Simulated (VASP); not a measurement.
Write the native input for VASP 6.6.1 that does the following.

| Item | Value |
| --- | --- |
| Task | single point |
| Functional | LDA |
| Potentials or basis | VASP PAW LDA potentials, release 64 (K_sv) |
| Cutoff | 520 eV |
| k mesh | 12 × 12 × 12 |
| Occupations | fermi-dirac, width 0.08 eV |
| Spin | no spin polarisation |
| Dipole correction | no |
| Further INCAR settings | ALGO = Normal; EDIFF = 1e-07; NBANDS = 10 |

The structure of K lies in POSCAR:

```
K
1.0
    0.0000000000      2.4370804012      2.4370804012
    2.4370804012      0.0000000000      2.4370804012
    2.4370804012      2.4370804012      0.0000000000
K
1
Direct
    0.0000000000      0.0000000000      0.0000000000
```

This isn't the form of K at room conditions, which is bcc.

One way to write it, as run:

INCAR

```
SYSTEM = K
ALGO     = Normal         ! electronic algorithm
EDIFF    = 1E-7           ! SCF threshold, eV
ENCUT    = 520            ! plane-wave cutoff, eV
ISIF     = 2              ! what is computed and relaxed
ISMEAR   = -1             ! smearing method
LASPH    = .TRUE.         ! aspherical terms in the spheres
LCHARG   = .FALSE.        ! write CHGCAR
LREAL    = .FALSE.        ! projectors in reciprocal space
LWAVE    = .FALSE.        ! write WAVECAR
NBANDS   = 10             ! bands
NELM     = 100            ! most SCF steps
PREC     = Accurate       ! precision mode
SIGMA    = 0.08           ! smearing width, eV
```

KPOINTS

```
k-points
0
G
  12 12 12
  0 0 0
```

Potentials or basis: VASP PAW LDA potentials, release 64 (K_sv).

Run with:

```sh
$ cat potpaw_LDA.64/K_sv/POTCAR > POTCAR
$ mpirun -np 1 vasp_std > vasp.out
```

It gave:

```json
{
 "Pressure": "13.7 GPa",
 "Band gap on the k mesh": "zero (an odd number of electrons rules out a gap without spin polarisation)"
}
```

Caveat: the cell stands under pressure.

It took 24 s on 1 thread of Intel(R) Xeon(R) Platinum 8259CL CPU @ 2.50GHz (Skylake/Cascade Lake), with other jobs on the host, peak memory 0.15 GiB.
